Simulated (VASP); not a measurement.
**ZrC: electric field gradients with PBE+D4**

The system is ZrC.

```
CELL_PARAMETERS angstrom
0.00000 2.31845 2.31845
2.31845 0.00000 2.31845
2.31845 2.31845 0.00000
ATOMIC_POSITIONS crystal
Zr 0.50000 0.50000 0.50000
C 0.00000 0.00000 0.00000
```

```yaml
Program: VASP 6.6.1
Task: electric field gradients
Functional: PBE
Dispersion: D4
Potentials_or_basis: VASP PAW PBE potentials, release 64 (Zr_sv, C)
Cutoff: 520 eV
k_mesh: 15 × 15 × 15
Occupations: tetrahedron
Spin: no spin polarisation
Dipole_correction: no
Further_INCAR_settings: ALGO = Normal; EDIFF = 1e-08; NBANDS = 15
```

```yaml
Pressure: 7.9 GPa
Band_gap_on_the_k_mesh: zero (band 8 reaches 11.04 eV, above the bottom of band 9 at 9.72 eV)
Dispersion_energy_per_atom: -0.260 eV
```

Levels at points of the mesh, in eV from the Fermi level:
```csv
k point,band 6,band 7,band 8,band 9,band 10,band 11
"(0.00, 0.00, 0.00)",0.91,0.91,0.91,1.07,1.07,1.07
```

It took 29 s on 1 thread of Intel(R) Xeon(R) Platinum 8259CL CPU @ 2.50GHz (Skylake/Cascade Lake), on a shared host, peak memory 0.17 GiB.

Caveat: without QUAD_EFG the Cq values of the log hold for a quadrupole moment of 1 mb, not for the nuclei; pairwise dispersion overbinds metals, which lowers pressure and volume.
